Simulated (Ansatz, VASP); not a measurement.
One calculation of Si, two programs

```
Si
1.0
     0.00000    2.71680    2.71680
     2.71680    0.00000    2.71680
     2.71680    2.71680    0.00000
Si
2
Direct
  0.00000 0.00000 0.00000
  0.25000 0.25000 0.25000
```

Alike in both runs: functional PBEsol; k mesh 10 × 10 × 10; occupations gaussian, width 0.02 eV; no spin polarisation.

Ansatz relaxed the structure, and its values are those at the end. VASP's run is a single point on that final structure, the one shown.

|  | VASP | Ansatz |
| --- | --- | --- |
| version | VASP 6.6.1 | Ansatz 0.2.0 |
| potentials or method | VASP PAW PBE potentials, release 64 (Si), cutoff 500 eV | scalar-relativistic, plane waves, PAW |
| valence electrons in the cell | 8 | 8 |

|  | VASP | Ansatz | Ansatz less VASP |
| --- | --- | --- | --- |
| gap on the k mesh at the Fermi level (eV) | 0.47 | 0.47 | +0.005 |
| least direct gap on the mesh (eV) | 2.52 | 2.52 | +0.003 |
| pressure (GPa) | 0.1 | 0.0 | -0.11 |

VASP's potentials were made for PBE, not for PBEsol. With one functional, cell and mesh, what is left measures potentials, basis and numerics.
